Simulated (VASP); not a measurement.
Wanted: the native input for a VASP 6.6.1 run.

```
Task                   : relaxation of cell and atoms
Functional             : PBE
Potentials or basis    : VASP PAW PBE potentials, release 64 (Ca_sv, B)
Cutoff                 : 500 eV
k mesh                 : 6 × 6 × 4
Occupations            : gaussian, width 0.1 eV
Spin                   : no spin polarisation
Dipole correction      : no
Further INCAR settings : ALGO = Normal; EDIFF = 1e-07; IBRION = 2; EDIFFG = -0.04; NSW = 90; ISIF = 3
```

The structure of CaB lies in POSCAR:

```
CaB
1.0
    3.2687377100      0.0000000000      0.0000000000
   -1.6343688600      2.8308099000      0.0000000000
    0.0000000000      0.0000000000      5.3378486900
Ca B
1 1
Direct
    0.6666666700      0.3333333300      0.5000000000
    0.3333333300      0.6666666700      0.0000000000
```

One way to write it, as run:

INCAR

```
PREC = Accurate
ENCUT = 500
EDIFF = 1E-7
ISMEAR = 0
SIGMA = 0.1
LREAL = F
LASPH = T
NELM = 120
ALGO = Normal
ISIF = 3
LWAVE = F
LCHARG = F
GGA = PE
IBRION = 2
NSW = 90
EDIFFG = -0.04
GGA_COMPAT = F
NELMIN = 4
```

KPOINTS

```
Automatic mesh
0
Gamma
  6 6 4
```

Potentials or basis: VASP PAW PBE potentials, release 64 (Ca_sv, B).

Command:

```console
$ cat potpaw_PBE.64/Ca_sv/POTCAR potpaw_PBE.64/B/POTCAR > POTCAR
$ mpirun -np 1 vasp_std > vasp.out
```

It gave:

```yaml
Relaxed_volume: 20.80 Å³/atom
Relaxed_cell: a = 3.584 Å, b = 3.584 Å, c = 3.740 Å, α = 90.00°, β = 90.00°, γ = 120.00°
Space_group_after_relaxing_to_0.1_Å: P-6m2 (No. 187)
Energy_gained_by_relaxing: 741.0 meV/atom
Ionic_steps: 8
Pressure_after_relaxing: 0.0 GPa
Band_gap_on_the_k_mesh: zero (an odd number of electrons rules out a gap without spin polarisation)
```

Caveat: the k points lie up to 0.42 Å⁻¹ apart in the final cell, too coarse for converged energies and pressures of a metal; the volume moved by over 15 % at a fixed basis, so the end points are rough.

Run time: 48 s on 1 thread of AMD EPYC 7R13 Processor (Zen 3), on a shared host, peak memory 0.14 GiB.
